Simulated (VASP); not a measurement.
Here is a VASP 6.6.1 calculation.

The input INCAR:

```
SYSTEM = Hf
PREC     = Accurate       ! precision mode
ENCUT    = 520            ! plane-wave cutoff, eV
EDIFF    = 1E-6           ! SCF threshold, eV
ISMEAR   = -1             ! smearing method
SIGMA    = 0.1            ! smearing width, eV
LREAL    = .False.        ! projectors in reciprocal space
LASPH    = .True.         ! aspherical terms in the spheres
NELM     = 60             ! most SCF steps
ALGO     = Normal         ! electronic algorithm
ISIF     = 2              ! what is computed and relaxed
LWAVE    = .False.        ! write WAVECAR
LCHARG   = .False.        ! write CHGCAR
GGA      = B5             ! functional
ALDAX    = 1.0          
AGGAX    = 1.0          
AGGAC    = 1.0          
ALDAC    = 0.0          
NBANDS   = 22             ! bands
```

Contents of KPOINTS:

```
Automatic mesh
0
Gamma
  10 10 13
  0 0 0
```

File POSCAR:

```
Hf
1.0
    5.0383995173      0.0000000000      0.0000000000
   -2.5191997586      4.3633819764      0.0000000000
    0.0000000000      0.0000000000      3.1304883293
Hf
3
Direct
    1.0000000000      0.0000000000      0.0000000000
    0.3333333333      0.6666666667      0.5000000000
    0.6666666667      0.3333333333      0.5000000000
```

Potentials or basis: VASP PAW PBE potentials, release 64 (Hf_pv).

The run is started by

```sh
$ cat potpaw_PBE.64/Hf_pv/POTCAR > POTCAR
$ mpirun -np 1 vasp_std > vasp.out
```

What does it give for the pressure?

0.0 GPa.

Estimate the band gap on the k mesh.

zero (band 15 reaches 5.38 eV, above the bottom of band 16 at 4.53 eV).

Stress tensor (GPa, compression positive):
```
-0.02  0.00  0.00
 0.00 -0.02  0.00
 0.00  0.00  0.10
```

Caveat: the PAW data sets were made with another functional, which shifts forces and pressure a little; spin-orbit coupling is left out, which moves the levels of the heavy elements.
